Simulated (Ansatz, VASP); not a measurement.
# One calculation of Hg, two programs

```
Hg
1.0
     0.00000    2.35626    2.35626
     2.35626    0.00000    2.35626
     2.35626    2.35626    0.00000
Hg
1
Cartesian
  0.0000 0.0000 0.0000
```

Alike in both runs: task single point; functional PBE; k mesh 10 × 10 × 10; occupations fermi-dirac, width 0.02 eV; no spin polarisation.

|  | VASP | Ansatz |
| --- | --- | --- |
| version | VASP 6.6.1 | Ansatz 0.2.0 |
| potentials or method | VASP PAW PBE potentials, release 64 (Hg) | plane waves, PAW |
| plane-wave cutoff (eV) | 520 | 420 |
| valence electrons in the cell | 12 | 20 |

VASP gave:

- pressure (GPa): 1.1

Q: What did Ansatz give for the same quantities?

A: Pressure (GPa): 1.0.

VASP's potentials hold 12 valence electrons a cell and Ansatz's 20, so a difference there can come from the potentials and not from the codes.

Spin-orbit coupling is off throughout.
